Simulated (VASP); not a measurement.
# Be2CdS (P6/mmm) in VASP: a series of runs

Be2CdS is run at these levels: PBE; tasks: single point, relaxation of cell and atoms.

Program: VASP 6.6.1. These are calculated values, not measurements. Logs are shortened: lines on timing, memory, paths and dates and some standing lists are left out, and cuts for length are marked.

## Step 1: The cell of the first run

Symmetry: P6/mmm, No. 191, hexagonal system. The conventional cell has a = 4.222 Å, b = 4.222 Å, c = 5.110 Å, α = 90.00°, β = 90.00°, γ = 120.00°. Be (site symmetry -6m2) has 3 Be at 2.44 Å and 3 Cd at 2.44 Å within 3.2 Å. Cd (site symmetry 6/mmm) has 6 Be at 2.44 Å and 2 S at 2.55 Å within 3.2 Å. S (site symmetry 6/mmm) has 2 Cd at 2.55 Å within 3.4 Å.

## Step 2: Single point, PBE

The input, INCAR:

```
SYSTEM = Be2CdS
PREC = Accurate
ENCUT = 520
EDIFF = 1E-7
ISMEAR = 0
SIGMA = 0.1
LREAL = .False.
LASPH = .True.
NELM = 100
ALGO = Normal
ISIF = 2
LWAVE = .False.
LCHARG = .False.
GGA = PE
NBANDS = 19
```

The input, KPOINTS:

```
Automatic mesh
0
Gamma
  12 12 10
  0 0 0
```

The input, POSCAR:

```
Be2CdS
1.0
    4.2218321414      0.0000000000      0.0000000000
   -2.1109160707      3.6562138849      0.0000000000
    0.0000000000      0.0000000000      5.1098289776
Be Cd S
2 1 1
Direct
    0.3333333333      0.6666666667      0.0000000000
    0.6666666667      0.3333333333      0.0000000000
    0.0000000000      0.0000000000      0.0000000000
    0.0000000000      0.0000000000      0.5000000000
```

Potentials or basis: VASP PAW PBE potentials, release 64 (Be, Cd, S).

Launch:

```sh
> cat potpaw_PBE.64/Be/POTCAR potpaw_PBE.64/Cd/POTCAR potpaw_PBE.64/S/POTCAR > POTCAR
> mpirun -np 1 vasp_std > vasp.out
```

OUTCAR:

```text
SYSTEM = Be2CdS
   PREC = Accurate
   ENCUT = 520
   EDIFF = 1E-7
   ISMEAR = 0
   LREAL = .False.
   LASPH = .True.
   NELM = 100
   ISIF = 2
   GGA = PE

 ion  position               nearest neighbor table
   1  0.333  0.667  0.000-   3 2.44   3 2.44   3 2.44
   2  0.667  0.333  0.000-   3 2.44   3 2.44   3 2.44
   3  0.000  0.000  0.000-   1 2.44   2 2.44   1 2.44   2 2.44   2 2.44   1 2.44   4 2.55   4 2.55

   4  0.000  0.000  0.500-   3 2.55   3 2.55

  LATTYP: Found a hexagonal cell.
 ALAT       =     4.2218321414
 C/A-ratio  =     1.2103344724

  Lattice vectors:

 A1 = (   4.2218321414,   0.0000000000,   0.0000000000)
 A2 = (  -2.1109160707,   3.6562138849,   0.0000000000)
 A3 = (   0.0000000000,   0.0000000000,   5.1098289776)

Analysis of symmetry for initial positions (statically):
=====================================================================
 Subroutine PRICEL returns:
 Original cell was already a primitive cell.

 Routine SETGRP: Setting up the symmetry group for a
 hexagonal supercell.

 Subroutine GETGRP returns: Found 24 space group operations
 (whereof 24 operations were pure point group operations)
 out of a pool of 24 trial point group operations.

The static configuration has the point symmetry D_6h.

Analysis of symmetry for dynamics (positions and initial velocities):
=====================================================================
 Subroutine PRICEL returns:
 Original cell was already a primitive cell.

 Routine SETGRP: Setting up the symmetry group for a
 hexagonal supercell.

 Subroutine GETGRP returns: Found 24 space group operations
 (whereof 24 operations were pure point group operations)
 out of a pool of 24 trial point group operations.

The dynamic configuration has the point symmetry D_6h.

 Subroutine INISYM returns: Found 24 space group operations
 (whereof 24 operations are pure point group operations),
 and found     1 'primitive' translations

----------------------------------------------------------------------------------------

                                     Primitive cell

  volume of cell :      78.8749

  direct lattice vectors                    reciprocal lattice vectors
     4.221832141  0.000000000  0.000000000     0.236863989  0.136753488  0.000000000
    -2.110916071  3.656213885  0.000000000     0.000000000  0.273506975  0.000000000
     0.000000000  0.000000000  5.109828978     0.000000000  0.000000000  0.195701266

  length of vectors
     4.221832141  4.221832141  5.109828978     0.273506975  0.273506975  0.195701266

  position of ions in fractional coordinates (direct lattice)
     0.333333333  0.666666667  0.000000000
     0.666666667  0.333333333  0.000000000
     0.000000000  0.000000000  0.000000000
     0.000000000  0.000000000  0.500000000

  ion indices of the primitive-cell ions
   primitive index   ion index
                 1           1
                 2           2
                 3           3
                 4           4

----------------------------------------------------------------------------------------

 KPOINTS: Automatic mesh

Automatic generation of k-mesh.
 Grid dimensions read from file:
 generate k-points for:   12   12   10

 Generating k-lattice:

  Cartesian coordinates                     Fractional coordinates (reciprocal lattice)
     0.019738666  0.011396124  0.000000000     0.083333333  0.000000000  0.000000000
     0.000000000  0.022792248  0.000000000     0.000000000  0.083333333  0.000000000
     0.000000000  0.000000000  0.019570127     0.000000000  0.000000000  0.100000000

  Length of vectors
     0.022792248  0.022792248  0.019570127

  Shift w.r.t. Gamma in fractional coordinates (k-lattice)
     0.000000000  0.000000000  0.000000000

 Subroutine IBZKPT returns following result:
 ===========================================

 Found    114 irreducible k-points:

 Following reciprocal coordinates:
            Coordinates               Weight
  0.000000  0.000000  0.000000      1.000000
  0.083333 -0.000000  0.000000      6.000000
  0.166667  0.000000  0.000000      6.000000
  0.250000  0.000000  0.000000      6.000000
  0.333333 -0.000000  0.000000      6.000000
  0.416667  0.000000  0.000000      6.000000
[... 16 lines left out ...]
  0.250000  0.000000  0.100000     12.000000
  0.333333 -0.000000  0.100000     12.000000
 [... further k-points ...]
   k-points           NKPTS =    114   k-points in BZ     NKDIM =    114   number of bands    NBANDS=     19
   number of dos      NEDOS =    301   number of ions     NIONS =      4
   total plane-waves  NPLWV =  40960
   dimension x,y,z NGX =    32 NGY =   32 NGZ =   40
   dimension x,y,z NGXF=    64 NGYF=   64 NGZF=   80
   ions per type =               2   1   1
   NGX,Y,Z   is equivalent  to a cutoff of  12.60, 12.60, 13.01 a.u.
   NGXF,Y,Z  is equivalent  to a cutoff of  25.20, 25.20, 26.03 a.u.
 SYSTEM =  Be2CdS
   PREC   = accura    normal or accurate (medium, high low for compatibility)
   ISTART =      0    job   : 0-new  1-cont  2-samecut
   ICHARG =      2    charge: 1-file 2-atom 10-const
   ISPIN  =      1    spin polarized calculation?
   LNONCOLLINEAR =      F non collinear calculations
   LSORBIT =      F    spin-orbit coupling
   LASPH  =      T    aspherical Exc in radial PAW
   ENCUT  =  520.0 eV  38.22 Ry    6.18 a.u.   7.85  7.85  9.50*2*pi/ulx,y,z
   NELM   =    100;   NELMIN=  2; NELMDL= -5     # of ELM steps
   EDIFF  = 0.1E-06   stopping-criterion for ELM
   LREAL  =      F    real-space projection
   EDIFFG = 0.1E-05   stopping-criterion for IOM
   NSW    =      0    number of steps for IOM
   IBRION =     -1    ionic relax: 0-MD 1-quasi-New 2-CG
   NFREE  =      0    steps in history (QN), initial steepest desc. (CG)
   ISIF   =      2    stress and relaxation
   ISYM   =      2    0-nonsym 1-usesym 2-fastsym
   POTIM  = 0.5000    time-step for ionic-motion
   TEBEG  =    0.0;   TEEND  =   0.0 temperature during run
   PSTRESS=    0.0 pullay stress
   NELECT =      22.0000    total number of electrons
   NUPDOWN=      -1.0000    fix difference up-down
   EMIN   =  10.00;   EMAX   =-10.00  energy-range for DOS
   EFERMI =   0.00;   METHOD = LEGACY
   ISMEAR =     0;   SIGMA  =   0.10  broadening in eV -4-tet -1-fermi 0-gaus
   EFERMI_NEDOS =   21; number of points for ismear=-14 and -15
   IALGO  =     38    algorithm
   IMIX   =      4    mixing-type and parameters
     AMIX     =   0.40;   BMIX     =  1.00
     AMIX_MAG =   1.60;   BMIX_MAG =  1.00
  volume/ion in A,a.u.               =      19.72       133.07
  Fermi-wavevector in a.u.,A,eV,Ry     =   1.069636  2.021319 15.566719  1.144122
  Thomas-Fermi vector in A             =   2.205322
   LORBIT       =      0    0 simple, 1 ext, 2 COOP (PROOUT), +10 PAW based schemes
   GGA     = PE    functional components
   LHFCALC =     F    Hartree Fock is set to
   AEXX    =    0.0000 exact exchange contribution
   IVDW    =     0    specifies the selected vdW correction
   LEPSILON=     F    determine dielectric tensor
   LRPA    =     F    only Hartree local field effects (RPA)
 non-spin polarized calculation
 Gauss-broadening in eV      SIGMA  =   0.10
  energy-cutoff  :      520.00
  volume of cell :       78.87
 maximum number of plane-waves:      2149
 NGX is ok and might be reduce to    32
   NGX = 15   NGY = 15   NGZ = 19

 number of electron      21.9999994 magnetization

 Free energy of the ion-electron system (eV)
  ---------------------------------------------------
  ext. energy  EPLUGINS =         0.00000000
  ---------------------------------------------------
  free energy    TOTEN  =        -9.27647203 eV

  energy without entropy =       -9.26498298  energy(sigma->0) =       -9.27072750

 E-fermi :   1.6859     XC(G=0):  -8.9358

 val. band max:        1.6841311419   @ k =   0.3333   0.1667   0.3000
 cond. band min:       1.6931239894   @ k =   0.1667   0.0833   0.4000
 fundamental gap:      0.0089928475
 Fermi energy:         1.6858814939

 k-point     1 :       0.0000    0.0000    0.0000
  band No.  band energies     occupation
      1     -10.4038      2.00000
      2      -7.4392      2.00000
      3      -7.4392      2.00000
      4      -7.3316      2.00000
      5      -6.8819      2.00000
      6      -6.8819      2.00000
[... 11 lines left out ...]
     18       9.1243      0.00000
     19      10.9487      0.00000

 k-point     2 :       0.0833   -0.0000    0.0000
  band No.  band energies     occupation
      1     -10.3899      2.00000
      2      -7.4364      2.00000
      3      -7.4217      2.00000
      4      -7.3020      2.00000
      5      -6.8893      2.00000
      6      -6.8832      2.00000
[... 11 lines left out ...]
     18       8.8423      0.00000
     19      11.1315      0.00000

 k-point     3 :       0.1667    0.0000    0.0000
  band No.  band energies     occupation
      1     -10.3520      2.00000
      2      -7.4342      2.00000
      3      -7.3729      2.00000
      4      -7.2112      2.00000
      5      -6.9091      2.00000
      6      -6.8865      2.00000
[... 11 lines left out ...]
     18       8.1629      0.00000
     19      11.4530      0.00000

 k-point     4 :       0.2500    0.0000    0.0000
  band No.  band energies     occupation
      1     -10.2995      2.00000
      2      -7.4355      2.00000
      3      -7.3038      2.00000
      4      -7.0712      2.00000
      5      -6.9353      2.00000
      6      -6.8910      2.00000
[... 407 lines left out ...]
     18       8.2407      0.00000
     19      11.3332      0.00000

 k-point    23 :       0.2500    0.0000    0.1000
  band No.  band energies     occupation
      1     -10.2624      2.00000
      2      -7.4359      2.00000
      3      -7.3037      2.00000
      4      -7.0918      2.00000
      5      -6.9378      2.00000
      6      -6.8937      2.00000
[... 11 lines left out ...]
     18       9.2886      0.00000
     19      11.1822      0.00000

 k-point    24 :       0.3333   -0.0000    0.1000
  band No.  band energies     occupation
      1     -10.2091      2.00000
      2      -7.4386      2.00000
      3      -7.2317      2.00000
      4      -6.9694      2.00000
      5      -6.9374      2.00000
      6      -6.8983      2.00000
[... 11 lines left out ...]
     18      10.0812      0.00000
     19      10.9213      0.00000

 [... further k-points ...]
[... 5 lines left out ...]
  --------------------------------------------------------------------------------------
  -------------------------------------------------------------------------------------
  Total        0.0660129      0.0660129      0.1401873      0.0000000     -0.0000000      0.0000000
  in kB        1.3409122      1.3409122      2.8476097      0.0000000     -0.0000000      0.0000000
  external PRESSURE =       1.8431447 kB  Pullay stress =       0.0000000 kB

 VOLUME and BASIS-vectors are now :
 -----------------------------------------------------------------------------
  energy-cutoff  :      520.00
  volume of cell :       78.87
      direct lattice vectors                 reciprocal lattice vectors
     4.221832141  0.000000000  0.000000000     0.236863989  0.136753488  0.000000000
    -2.110916071  3.656213885  0.000000000     0.000000000  0.273506975  0.000000000
     0.000000000  0.000000000  5.109828978     0.000000000  0.000000000  0.195701266

 POSITION                                       TOTAL-FORCE (eV/Angst)
 -----------------------------------------------------------------------------------
     -0.00000      2.43748      0.00000        -0.000000      0.000000      0.000000
      2.11092      1.21874      0.00000         0.000000     -0.000000     -0.000000
      0.00000      0.00000      0.00000        -0.000000      0.000000      0.000000
      0.00000      0.00000      2.55491        -0.000000      0.000000      0.000000
 -----------------------------------------------------------------------------------
    total drift:                                0.000000     -0.000000     -0.000000

  FREE ENERGIE OF THE ION-ELECTRON SYSTEM (eV)
  ---------------------------------------------------
  free  energy   TOTEN  =        -9.2764720293 eV

  energy  without entropy=       -9.2649829771  energy(sigma->0) =       -9.27072750
```

Run time: 50 s. Hardware: 1 thread of Intel Xeon 6975P-C (Granite Rapids), shared host; peak memory 0.32 GiB.

What came out:

```
Free energy            : -9.2765 eV
Pressure               : 0.2 GPa
Band gap on the k mesh : zero (band 11 reaches 3.93 eV, above the bottom of band 12 at 0.88 eV)
```

Stress tensor (GPa, compression positive):
```
0.13 0.00 0.00
0.00 0.13 0.00
0.00 0.00 0.28
```

[end of part 1 of 2]
